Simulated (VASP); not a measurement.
# Ba3SbP (Pm-3m) in VASP: a series of runs, part 2 of 2

VASP 6.6.1.

### 3 Single point, PBE

This run uses another cell than the first one, of 45.69 Å³/atom.

The input, INCAR:

```
PREC = Accurate
ENCUT = 520
EDIFF = 1E-6
ISMEAR = 0
SIGMA = 0.01
LREAL = F
LASPH = T
NELM = 80
ALGO = Normal
ISIF = 2
LWAVE = F
LCHARG = F
GGA = PE
NBANDS = 28
```

The input, KPOINTS:

```
Automatic mesh
0
Gamma
  4 4 4
```

The input, POSCAR:

```
Ba3SbP
1.0
    6.1131770000      0.0000000000      0.0000000000
    0.0000000000      6.1131770000      0.0000000000
    0.0000000000      0.0000000000      6.1131770000
Ba Sb P
3 1 1
Direct
    0.0000000000      0.5000000000      0.5000000000
    0.5000000000      0.0000000000      0.5000000000
    0.5000000000      0.5000000000      0.0000000000
    0.0000000000      0.0000000000      0.0000000000
    0.5000000000      0.5000000000      0.5000000000
```

Potentials or basis: VASP PAW PBE potentials, release 64 (Ba_sv, Sb, P).

Command:

```
$ cat potpaw_PBE.64/Ba_sv/POTCAR potpaw_PBE.64/Sb/POTCAR potpaw_PBE.64/P/POTCAR > POTCAR
$ mpirun -np 1 vasp_std > vasp.out
```

OUTCAR:

```text
PREC = Accurate
   ENCUT = 520
   EDIFF = 1E-6
   ISMEAR = 0
   LREAL = F
   LASPH = T
   NELM = 80
   ISIF = 2
   GGA = PE

 ion  position               nearest neighbor table
   1  0.000  0.500  0.500-   5 3.06   5 3.06   2 4.32   3 4.32   2 4.32   2 4.32   3 4.32   3 4.32
                             3 4.32   2 4.32
   2  0.500  0.000  0.500-   5 3.06   5 3.06   1 4.32   3 4.32   1 4.32   3 4.32   3 4.32   3 4.32
                             1 4.32   1 4.32
   3  0.500  0.500  0.000-   5 3.06   5 3.06   1 4.32   1 4.32   2 4.32   2 4.32   2 4.32   2 4.32
                             1 4.32   1 4.32
   4  0.000  0.000  0.000-
   5  0.500  0.500  0.500-   1 3.06   2 3.06   3 3.06   3 3.06   2 3.06   1 3.06

  LATTYP: Found a simple cubic cell.
 ALAT       =     6.1131770000

  Lattice vectors:

 A1 = (   6.1131770000,   0.0000000000,   0.0000000000)
 A2 = (   0.0000000000,   6.1131770000,   0.0000000000)
 A3 = (   0.0000000000,   0.0000000000,   6.1131770000)

Analysis of symmetry for initial positions (statically):
=====================================================================
[... 163 lines left out ...]

 E-fermi :   2.3302     XC(G=0):  -7.8726

 val. band max:        2.2464850911   @ k =   0.0000   0.0000   0.0000
 cond. band min:       2.5312374844   @ k =   0.0000   0.0000   0.0000
 fundamental gap:      0.2847523933
 Fermi energy:         2.3302439298

 k-point     1 :       0.0000    0.0000    0.0000
  band No.  band energies     occupation
      1     -26.0141      2.00000
      2     -25.9474      2.00000
      3     -25.9474      2.00000
      4     -11.4572      2.00000
      5     -11.4572      2.00000
      6     -11.4572      2.00000
[... 299 lines left out ...]
     27       4.5963      0.00000
     28       5.9803      0.00000

------------------------ aborting loop because EDIFF is reached ----------------------------------------

  FORCE on cell =-STRESS in cart. coord.  units (eV):
  Direction    XX          YY          ZZ          XY          YZ          ZX
  --------------------------------------------------------------------------------------
  -------------------------------------------------------------------------------------
  Total       -0.1231021     -0.1231021     -0.1231021     -0.0000000     -0.0000000      0.0000000
  in kB       -0.8633265     -0.8633265     -0.8633265     -0.0000000     -0.0000000      0.0000000
  external PRESSURE =      -0.8633265 kB  Pullay stress =       0.0000000 kB

 VOLUME and BASIS-vectors are now :
 -----------------------------------------------------------------------------
  energy-cutoff  :      520.00
  volume of cell :      228.46
      direct lattice vectors                 reciprocal lattice vectors
     6.113177000  0.000000000  0.000000000     0.163581064  0.000000000  0.000000000
     0.000000000  6.113177000  0.000000000     0.000000000  0.163581064  0.000000000
     0.000000000  0.000000000  6.113177000     0.000000000  0.000000000  0.163581064

 POSITION                                       TOTAL-FORCE (eV/Angst)
 -----------------------------------------------------------------------------------
      0.00000      3.05659      3.05659         0.000000      0.000000      0.000000
      3.05659      0.00000      3.05659         0.000000      0.000000      0.000000
      3.05659      3.05659      0.00000         0.000000      0.000000      0.000000
      0.00000      0.00000      0.00000         0.000000      0.000000      0.000000
      3.05659      3.05659      3.05659         0.000000      0.000000      0.000000
 -----------------------------------------------------------------------------------
    total drift:                                0.000000      0.000000     -0.000000

  FREE ENERGIE OF THE ION-ELECTRON SYSTEM (eV)
  ---------------------------------------------------
  free  energy   TOTEN  =       -19.4562410044 eV

  energy  without entropy=      -19.4562410044  energy(sigma->0) =      -19.45624100
```

OSZICAR:

```text
N       E                     dE             d eps       ncg     rms          rms(c)
DAV:   1     0.291127572195E+03    0.29113E+03   -0.15793E+04   560   0.116E+03
DAV:   2     0.316273307159E+01   -0.28796E+03   -0.28180E+03   860   0.231E+02
DAV:   3    -0.207661153516E+02   -0.23929E+02   -0.23305E+02   664   0.711E+01
DAV:   4    -0.215622033868E+02   -0.79609E+00   -0.79446E+00   888   0.112E+01
DAV:   5    -0.215737993118E+02   -0.11596E-01   -0.11591E-01   716   0.144E+00    0.704E+00
DAV:   6    -0.196241534193E+02    0.19496E+01   -0.49595E+00   632   0.592E+00    0.444E+00
DAV:   7    -0.194597459704E+02    0.16441E+00   -0.17332E+00   768   0.377E+00    0.215E+00
DAV:   8    -0.194604294894E+02   -0.68352E-03   -0.30017E-01   636   0.167E+00    0.502E-01
DAV:   9    -0.194539318442E+02    0.64976E-02   -0.52369E-02   696   0.930E-01    0.387E-01
DAV:  10    -0.194553084905E+02   -0.13766E-02   -0.84006E-03   748   0.249E-01    0.146E-01
DAV:  11    -0.194562843870E+02   -0.97590E-03   -0.27726E-03   660   0.219E-01    0.450E-02
DAV:  12    -0.194562263383E+02    0.58049E-04   -0.55660E-04   768   0.693E-02    0.109E-02
DAV:  13    -0.194562417503E+02   -0.15412E-04   -0.69720E-05   668   0.256E-02    0.145E-02
DAV:  14    -0.194562408424E+02    0.90785E-06   -0.12450E-05   616   0.119E-02    0.576E-03
DAV:  15    -0.194562410044E+02   -0.16198E-06   -0.12838E-06   488   0.429E-03
   1 F= -.19456241E+02 E0= -.19456241E+02  d E =-.900015E-34
```

stdout:

```text
POSCAR found type information on POSCAR BaSbP
 POSCAR found :  3 types and       5 ions
 scaLAPACK will be used
 LDA part: xc-table for (Slater+PW92), standard interpolation
 POSCAR, INCAR and KPOINTS ok, starting setup
 FFT: planning ... GRIDC
 FFT: planning ... GRID_SOFT
 FFT: planning ... GRID
 WAVECAR not read
 entering main loop
```

It took 2.3 min on 1 thread of Intel Xeon 8259CL, shared host; peak memory 0.36 GiB.

Results:

```yaml
Free_energy: -19.4562 eV
Pressure: -0.1 GPa
Band_gap_on_the_k_mesh: 0.28 eV
```

Caveat: spin-orbit coupling is left out, which moves the levels of the heavy elements. A k mesh can miss the band edges.

### 4 Single point, PBE

This run uses another cell than the first one, of 47.52 Å³/atom.

The input, INCAR:

```
PREC = Accurate
ENCUT = 520
EDIFF = 1E-6
ISMEAR = 0
SIGMA = 0.01
LREAL = False
LASPH = True
NELM = 80
ALGO = Normal
ISIF = 2
LWAVE = False
LCHARG = True
GGA = PE
LELF = True
LVHAR = True
NBANDS = 28
```

KPOINTS is that of step 3.

POSCAR: that of step 3 with these lines changed.

```diff
@@ -2,5 +2,5 @@
 1.0
-    6.1131770000      0.0000000000      0.0000000000
-    0.0000000000      6.1131770000      0.0000000000
-    0.0000000000      0.0000000000      6.1131770000
+    6.1936227648      0.0000000000      0.0000000000
+    0.0000000000      6.1936227648      0.0000000000
+    0.0000000000      0.0000000000      6.1936227648
 Ba Sb P
```

Command:

```
$ cat potpaw_PBE.64/Ba_sv/POTCAR potpaw_PBE.64/Sb/POTCAR potpaw_PBE.64/P/POTCAR > POTCAR
$ mpirun -np 1 vasp_std > vasp.out
```

Wall time 2.2 min (1 thread of Intel Xeon 8259CL, shared host); peak memory 0.36 GiB.

Results (log left out):

- Free energy: -19.4243 eV
- Pressure: -1.0 GPa
- Band gap on the k mesh: 0.23 eV

Levels at points of the mesh, in eV from the valence-band top:
| k point | band 17 | band 18 | band 19 | band 20 | band 21 | band 22 | band 23 | band 24 |
| --- | --- | --- | --- | --- | --- | --- | --- | --- |
| (0.00, 0.00, 0.00) | -0.56 | 0.00 | 0.00 | 0.00 | 0.23 | 0.54 | 0.54 | 0.65 |
| (0.50, 0.00, 0.00) | -0.66 | -0.66 | -0.66 | -0.66 | 0.93 | 1.31 | 1.48 | 2.10 |
| (0.50, 0.50, 0.00) | -1.01 | -1.01 | -0.94 | -0.82 | 1.87 | 1.87 | 1.97 | 2.19 |
| (0.50, 0.50, 0.50) | -2.41 | -0.72 | -0.72 | -0.72 | 1.62 | 1.62 | 1.62 | 1.68 |

Caveat: spin-orbit coupling is left out, which moves the levels of the heavy elements.

### 5 Single point, PBE

This run uses another cell than the first one, of 49.35 Å³/atom.

The input, INCAR:

```
PREC = Accurate ; ENCUT = 520
EDIFF = 1E-6 ; ISMEAR = 0
SIGMA = 0.01 ; LREAL = False
LASPH = True ; NELM = 80
ALGO = Normal ; ISIF = 2
LWAVE = False ; LCHARG = False
GGA = PE ; NBANDS = 28
```

KPOINTS is that of step 4.

POSCAR: that of step 4 with these lines changed.

```diff
@@ -2,5 +2,5 @@
 1.0
-    6.1936227648      0.0000000000      0.0000000000
-    0.0000000000      6.1936227648      0.0000000000
-    0.0000000000      0.0000000000      6.1936227648
+    6.2720313767      0.0000000000      0.0000000000
+    0.0000000000      6.2720313767      0.0000000000
+    0.0000000000      0.0000000000      6.2720313767
 Ba Sb P
```

Potentials or basis: VASP PAW PBE potentials, release 64 (Ba_sv, Sb, P).

Command:

```
$ cat potpaw_PBE.64/Ba_sv/POTCAR potpaw_PBE.64/Sb/POTCAR potpaw_PBE.64/P/POTCAR > POTCAR
$ mpirun -np 1 vasp_std > vasp.out
```

OUTCAR:

```text
PREC = Accurate
   ENCUT = 520
   EDIFF = 1E-6
   ISMEAR = 0
   LREAL = False
   LASPH = True
   NELM = 80
   ISIF = 2
   GGA = PE

 ion  position               nearest neighbor table
   1  0.000  0.500  0.500-   5 3.14   5 3.14   2 4.43   3 4.43   2 4.43   2 4.43   3 4.43   3 4.43
                             3 4.43   2 4.43
   2  0.500  0.000  0.500-   5 3.14   5 3.14   1 4.43   3 4.43   1 4.43   3 4.43   3 4.43   3 4.43
                             1 4.43   1 4.43
   3  0.500  0.500  0.000-   5 3.14   5 3.14   1 4.43   1 4.43   2 4.43   2 4.43   2 4.43   2 4.43
                             1 4.43   1 4.43
   4  0.000  0.000  0.000-
   5  0.500  0.500  0.500-   1 3.14   2 3.14   3 3.14   3 3.14   2 3.14   1 3.14

  LATTYP: Found a simple cubic cell.
 ALAT       =     6.2720313767

  Lattice vectors:

 A1 = (   6.2720313767,   0.0000000000,   0.0000000000)
 A2 = (   0.0000000000,   6.2720313767,   0.0000000000)
 A3 = (   0.0000000000,   0.0000000000,   6.2720313767)

Analysis of symmetry for initial positions (statically):
[... 166 lines left out ...]

 val. band max:        1.8521090547   @ k =   0.0000   0.0000   0.0000
 cond. band min:       2.0184979449   @ k =   0.0000   0.0000   0.0000
 fundamental gap:      0.1663888901
 Fermi energy:         1.9089174154

 k-point     1 :       0.0000    0.0000    0.0000
  band No.  band energies     occupation
      1     -26.5472      2.00000
      2     -26.5006      2.00000
      3     -26.5006      2.00000
      4     -11.9102      2.00000
      5     -11.9102      2.00000
      6     -11.9102      2.00000
[... 299 lines left out ...]
     27       4.1585      0.00000
     28       5.4409      0.00000

------------------------ aborting loop because EDIFF is reached ----------------------------------------

  FORCE on cell =-STRESS in cart. coord.  units (eV):
  Direction    XX          YY          ZZ          XY          YZ          ZX
  --------------------------------------------------------------------------------------
  -------------------------------------------------------------------------------------
  Total       -2.7372654     -2.7372654     -2.7372654     -0.0000000     -0.0000000     -0.0000000
  in kB      -17.7747220    -17.7747220    -17.7747220     -0.0000000     -0.0000000     -0.0000000
  external PRESSURE =     -17.7747220 kB  Pullay stress =       0.0000000 kB

 VOLUME and BASIS-vectors are now :
 -----------------------------------------------------------------------------
  energy-cutoff  :      520.00
  volume of cell :      246.73
      direct lattice vectors                 reciprocal lattice vectors
     6.272031377  0.000000000  0.000000000     0.159437978  0.000000000  0.000000000
     0.000000000  6.272031377  0.000000000     0.000000000  0.159437978  0.000000000
     0.000000000  0.000000000  6.272031377     0.000000000  0.000000000  0.159437978

 POSITION                                       TOTAL-FORCE (eV/Angst)
 -----------------------------------------------------------------------------------
      0.00000      3.13602      3.13602         0.000000      0.000000      0.000000
      3.13602      0.00000      3.13602         0.000000      0.000000      0.000000
      3.13602      3.13602      0.00000         0.000000      0.000000      0.000000
      0.00000      0.00000      0.00000         0.000000      0.000000      0.000000
      3.13602      3.13602      3.13602         0.000000      0.000000      0.000000
 -----------------------------------------------------------------------------------
    total drift:                                0.000000      0.000000     -0.000000

  FREE ENERGIE OF THE ION-ELECTRON SYSTEM (eV)
  ---------------------------------------------------
  free  energy   TOTEN  =       -19.3443006118 eV

  energy  without entropy=      -19.3443006118  energy(sigma->0) =      -19.34430061
```

It took 2.2 min on 1 thread of Intel Xeon 8259CL, shared host; peak memory 0.36 GiB.

Results:

```yaml
Free_energy: -19.3443 eV
Pressure: -1.8 GPa
Band_gap_on_the_k_mesh: 0.17 eV
```

Levels at points of the mesh, in eV from the valence-band top:
```tsv
k point	band 18	band 19	band 20	band 21	band 22	band 23
(0.00, 0.00, 0.00)	0.00	0.00	0.00	0.17	0.58	0.58
(0.50, 0.00, 0.00)	-0.68	-0.60	-0.60	0.97	1.26	1.48
(0.50, 0.50, 0.00)	-0.94	-0.94	-0.74	1.86	1.86	1.91
(0.50, 0.50, 0.50)	-0.68	-0.68	-0.68	1.61	1.61	1.61
```

Caveat: spin-orbit coupling is left out, which moves the levels of the heavy elements.

### 6 Single point, PBE

This run uses another cell than the first one, of 51.17 Å³/atom.

The input, INCAR:

```
ALGO     = Normal         # electronic algorithm
EDIFF    = 1E-6           # SCF threshold, eV
ENCUT    = 520            # plane-wave cutoff, eV
GGA      = PE             # functional
ISIF     = 2              # what is computed and relaxed
ISMEAR   = 0              # smearing method
LASPH    = T              # aspherical terms in the spheres
LCHARG   = T              # write CHGCAR
LELF     = T              # ELF
LREAL    = F              # projectors in reciprocal space
LVHAR    = T            
LWAVE    = F              # write WAVECAR
NBANDS   = 28             # bands
NELM     = 60             # most SCF steps
PREC     = Accurate       # precision mode
SIGMA    = 0.01           # smearing width, eV
```

The input, KPOINTS:

```
k-points
0
Gamma
  4 4 4
```

POSCAR: that of step 5 with these lines changed.

```diff
@@ -2,5 +2,5 @@
 1.0
-    6.2720313767      0.0000000000      0.0000000000
-    0.0000000000      6.2720313767      0.0000000000
-    0.0000000000      0.0000000000      6.2720313767
+    6.3485271032      0.0000000000      0.0000000000
+    0.0000000000      6.3485271032      0.0000000000
+    0.0000000000      0.0000000000      6.3485271032
 Ba Sb P
```

Potentials or basis: VASP PAW PBE potentials, release 64 (Ba_sv, Sb, P).

Command:

```
$ cat potpaw_PBE.64/Ba_sv/POTCAR potpaw_PBE.64/Sb/POTCAR potpaw_PBE.64/P/POTCAR > POTCAR
$ mpirun -np 1 vasp_std > vasp.out
```

Run time: 2 min. Hardware: 1 thread of Intel Xeon 8259CL, shared host; peak memory 0.36 GiB.

The run converged. Its results:

```
Free energy            : -19.2250 eV
Pressure               : -2.4 GPa
Band gap on the k mesh : 0.11 eV
```

Levels at points of the mesh, in eV from the valence-band top:
```
           k point  band 17  band 18  band 19  band 20  band 21  band 22  band 23  band 24
(0.00, 0.00, 0.00)    -0.59     0.00     0.00     0.00     0.11     0.60     0.60     0.75
(0.50, 0.00, 0.00)    -0.70    -0.70    -0.55    -0.55     1.00     1.20     1.48     2.04
(0.50, 0.50, 0.00)    -0.94    -0.89    -0.89    -0.68     1.84     1.84     1.85     2.14
(0.50, 0.50, 0.50)    -2.25    -0.64    -0.64    -0.64     1.59     1.59     1.59     1.61
```

Caveat: spin-orbit coupling is left out, which moves the levels of the heavy elements.

### 7 Summary

```csv
cell,gap on the mesh (eV),pressure (GPa)
"a = 6.031 Å, 5 atoms",0.34,1.1
"a = 6.113 Å, 5 atoms",0.28,-0.1
"a = 6.194 Å, 5 atoms",0.23,-1.0
"a = 6.272 Å, 5 atoms",0.17,-1.8
"a = 6.349 Å, 5 atoms",0.11,-2.4
```

Alike in all rows: task single point; level PBE; potentials or basis VASP PAW PBE potentials, release 64 (Ba_sv, Sb, P); no spin polarisation; k mesh 4 × 4 × 4; cutoff (eV) 520; smearing gaussian 0.01 eV.

Caveats: spin-orbit coupling is left out, which moves the levels of the heavy elements.

Absolute energies hang on the potentials; compare differences alone.
